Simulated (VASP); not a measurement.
# Hf (P-1) in VASP: further runs, part 2 of 2

VASP 6.6.1. The steps go on from the part before.

## Step 4: Single point, PBE

INCAR reads:

```
PREC     = Accurate       # precision mode
ENCUT    = 520            # plane-wave cutoff, eV
EDIFF    = 1E-6           # SCF threshold, eV
ISMEAR   = -1             # smearing method
SIGMA    = 0.1            # smearing width, eV
LREAL    = False          # projectors in reciprocal space
LASPH    = True           # aspherical terms in the spheres
NELM     = 100            # most SCF steps
ALGO     = Fast           # electronic algorithm
ISIF     = 2              # what is computed and relaxed
LWAVE    = False          # write WAVECAR
LCHARG   = False          # write CHGCAR
GGA      = PE             # functional
NBANDS   = 11             # bands
```

KPOINTS reads:

```
Automatic mesh
0
Gamma
  14 14 14
```

POSCAR reads:

```
Hf
1.0
   -1.7353850000      1.7880950000      1.8403380000
    1.7684040000     -1.7610630000      1.8463250000
    1.7817980000      1.8074760000     -1.8133060000
Hf
1
Direct
   -0.0165250000     -0.0068030000     -0.0104090000
```

Potentials or basis: VASP PAW PBE potentials, release 64 (Hf_pv).

Command:

```bash
$ cat potpaw_PBE.64/Hf_pv/POTCAR > POTCAR
$ mpirun -np 1 vasp_std > vasp.out
```

OUTCAR:

```text
PREC = Accurate
   ENCUT = 520
   EDIFF = 1E-6
   ISMEAR = -1
   LREAL = False
   LASPH = True
   NELM = 100
   ISIF = 2
   GGA = PE

 ion  position               nearest neighbor table
   1  0.983  0.993  0.990-

  LATTYP: Found a triclinic cell.
 ALAT       =     3.1888002125
 B/A-ratio  =     1.6052793777
 C/A-ratio  =     0.9735430184
 COS(alpha) =     0.0036106938
 COS(beta)  =     0.3472396574
 COS(gamma) =     0.8160743891

  Lattice vectors:

 A1 = (  -1.8148170000,  -1.8345080000,  -1.8733570000)
 A2 = (  -3.5966150000,  -3.6419840000,  -0.0600510000)
 A3 = (  -1.7684040000,   1.7610630000,  -1.8463250000)

Analysis of symmetry for initial positions (statically):
=====================================================================
 Subroutine PRICEL returns:
 Original cell was already a primitive cell.

 Routine SETGRP: Setting up the symmetry group for a
 triclinic supercell.

 Subroutine GETGRP returns: Found  2 space group operations
 (whereof  1 operations were pure point group operations)
 out of a pool of  2 trial point group operations.

The static configuration has the point symmetry C_1 .
 The point group associated with its full space group is S_2 .

Analysis of symmetry for dynamics (positions and initial velocities):
=====================================================================
 Subroutine PRICEL returns:
 Original cell was already a primitive cell.

 Routine SETGRP: Setting up the symmetry group for a
 triclinic supercell.

 Subroutine GETGRP returns: Found  2 space group operations
 (whereof  1 operations were pure point group operations)
 out of a pool of  2 trial point group operations.

The dynamic configuration has the point symmetry C_1 .
 The point group associated with its full space group is S_2 .

[... 111 lines left out ...]
   ISMEAR =    -1;   SIGMA  =   0.10  broadening in eV -4-tet -1-fermi 0-gaus
   EFERMI_NEDOS =   21; number of points for ismear=-14 and -15
   IALGO  =     68    algorithm
   IMIX   =      4    mixing-type and parameters
     AMIX     =   0.40;   BMIX     =  1.00
     AMIX_MAG =   1.60;   BMIX_MAG =  1.00
  volume/ion in A,a.u.               =      23.52       158.74
  Fermi-wavevector in a.u.,A,eV,Ry     =   1.230961  2.326179 20.616428  1.515265
  Thomas-Fermi vector in A             =   2.365789
   LORBIT       =      0    0 simple, 1 ext, 2 COOP (PROOUT), +10 PAW based schemes
   GGA     = PE    functional components
   LHFCALC =     F    Hartree Fock is set to
   AEXX    =    0.0000 exact exchange contribution
   IVDW    =     0    specifies the selected vdW correction
   LEPSILON=     F    determine dielectric tensor
   LRPA    =     F    only Hartree local field effects (RPA)
 non-spin polarized calculation
 RMM-DIIS sequential band-by-band and
  energy-cutoff  :      520.00
  volume of cell :       23.52
 maximum number of plane-waves:       649
   NGX = 11   NGY = 11   NGZ = 11

 number of electron      10.0000000 magnetization

 Free energy of the ion-electron system (eV)
  ---------------------------------------------------
  ext. energy  EPLUGINS =         0.00000000
  ---------------------------------------------------
  free energy    TOTEN  =        -9.75350630 eV

  energy without entropy =       -9.68471641  energy(sigma->0) =       -9.71911136

 E-fermi :   4.2475     XC(G=0): -11.0578

 val. band max:        4.2466115721   @ k =   0.2143   0.5000   0.0000
 cond. band min:       4.2476192492   @ k =   0.0714   0.2857   0.0000
 fundamental gap:      0.0010076771
 Fermi energy:         4.2475326123

 k-point     1 :       0.0000    0.0000    0.0000
  band No.  band energies     occupation
      1     -25.8123      2.00000
      2     -25.7800      2.00000
      3     -25.7742      2.00000
      4      -2.6283      2.00000
      5       5.4257      0.00002
      6       5.7079      0.00000
      7       6.0484      0.00000
      8       8.1388      0.00000
      9       8.6177      0.00000
     10      16.9448      0.00000
     11      17.2325      0.00000
[... 309 lines left out ...]
 k-point    24 :       0.0714    0.1429    0.0000
  band No.  band energies     occupation
      1     -26.0048      2.00000
      2     -25.8453      2.00000
      3     -25.7925      2.00000
      4      -1.5110      2.00000
      5       4.9118      0.00260
      6       5.0977      0.00041
      7       7.1415      0.00000
      8       7.6439      0.00000
      9       8.7091      0.00000
     10      17.9821      0.00000
     11      18.6696      0.00000

 [... further k-points ...]
[... 5 lines left out ...]
  --------------------------------------------------------------------------------------
  -------------------------------------------------------------------------------------
  Total       -0.8513464     -0.7450534     -0.5835485     -0.1754695     -0.1129058     -0.1355270
  in kB      -57.9862704    -50.7465186    -39.7462198    -11.9514479     -7.6901549     -9.2309129
  external PRESSURE =     -49.4930029 kB  Pullay stress =       0.0000000 kB

 VOLUME and BASIS-vectors are now :
 -----------------------------------------------------------------------------
  energy-cutoff  :      520.00
  volume of cell :       23.52
      direct lattice vectors                 reciprocal lattice vectors
    -1.735385000  1.788095000  1.840338000    -0.006114966  0.276174409  0.269277762
     1.768404000 -1.761063000  1.846325000     0.279247765 -0.005625424  0.268788220
     1.781798000  1.807476000 -1.813306000     0.278126541  0.274563642 -0.004504199

 POSITION                                       TOTAL-FORCE (eV/Angst)
 -----------------------------------------------------------------------------------
      1.81292      1.79813      1.84926         0.000000      0.000000      0.000000
 -----------------------------------------------------------------------------------
    total drift:                                0.000001     -0.000003     -0.000001

  FREE ENERGIE OF THE ION-ELECTRON SYSTEM (eV)
  ---------------------------------------------------
  free  energy   TOTEN  =        -9.7535062974 eV

  energy  without entropy=       -9.6847164146  energy(sigma->0) =       -9.71911136
```

stdout:

```text
POSCAR found type information on POSCAR Hf
 POSCAR found :  1 types and       1 ions
 scaLAPACK will be used
 LDA part: xc-table for (Slater+PW92), standard interpolation
 POSCAR, INCAR and KPOINTS ok, starting setup
 FFT: planning ... GRIDC
 FFT: planning ... GRID_SOFT
 FFT: planning ... GRID
 WAVECAR not read
 entering main loop
```

It took 3 min on 1 thread of Intel Xeon Platinum 8259CL at 2.50GHz (Skylake/Cascade Lake), shared host; peak memory 0.44 GiB.

Results:

```
Free energy            : -9.7535 eV
Pressure               : -4.9 GPa
Band gap on the k mesh : zero (band 5 reaches 5.54 eV, above the bottom of band 6 at 3.57 eV)
```

Caveat: spin-orbit coupling is left out, which moves the levels of the heavy elements.

## Step 5: Single point, PBE

INCAR reads:

```
SYSTEM = Hf
PREC = Accurate
ENCUT = 520
EDIFF = 1E-6
ISMEAR = -1
SIGMA = 0.1
LREAL = .FALSE.
LASPH = .TRUE.
NELM = 100
ALGO = Fast
ISIF = 2
LWAVE = .FALSE.
LCHARG = .TRUE.
GGA = PE
LELF = .TRUE.
LVHAR = .TRUE.
NBANDS = 11
```

KPOINTS reads:

```
regular mesh
0
G
  17 17 17
  0 0 0
```

POSCAR is that of step 4.

Command:

```bash
$ cat potpaw_PBE.64/Hf_pv/POTCAR > POTCAR
$ mpirun -np 1 vasp_std > vasp.out
```

Run time: 5.5 min. Hardware: 1 thread of Intel Xeon Platinum 8259CL at 2.50GHz (Skylake/Cascade Lake), shared host; peak memory 0.69 GiB.

It converged, with:

| Item | Value |
| --- | --- |
| Free energy | -9.7531 eV |
| Pressure | -4.9 GPa |
| Band gap on the k mesh | zero (band 5 reaches 5.55 eV, above the bottom of band 6 at 3.59 eV) |

Stress tensor (GPa, compression positive):
```
-5.77 -1.18 -0.91
-1.18 -5.08 -0.75
-0.91 -0.75 -3.95
```

Levels at points of the mesh, in eV from the Fermi level:
| k point | band 2 | band 3 | band 4 | band 5 | band 6 | band 7 | band 8 | band 9 |
| --- | --- | --- | --- | --- | --- | --- | --- | --- |
| (0.00, 0.00, 0.00) | -30.03 | -30.02 | -6.88 | 1.18 | 1.46 | 1.80 | 3.89 | 4.37 |

Caveat: spin-orbit coupling is left out, which moves the levels of the heavy elements.

## Step 6: The runs side by side

```csv
k mesh,further INCAR settings,gap on the mesh (eV),pressure (GPa)
9 × 9 × 9,ALGO = Fast; EDIFF = 1e-06; NBANDS = 11,none,-4.9
12 × 12 × 12,ALGO = Fast; EDIFF = 1e-07; NBANDS = 11,none,-4.9
14 × 14 × 14,ALGO = Fast; EDIFF = 1e-06; NBANDS = 11,none,-4.9
17 × 17 × 17,ALGO = Fast; EDIFF = 1e-06; NBANDS = 11,none,-4.9
```

Alike in all rows: task single point; level PBE; potentials or basis VASP PAW PBE potentials, release 64 (Hf_pv); no spin polarisation; cell as given; cutoff (eV) 520; smearing fermi-dirac 0.1 eV.

Every run on the cell as given and a fine mesh finds a metal.

Caveats: spin-orbit coupling is left out, which moves the levels of the heavy elements.

Total energies depend on the potentials used, so only differences within one code and one set of settings carry meaning.
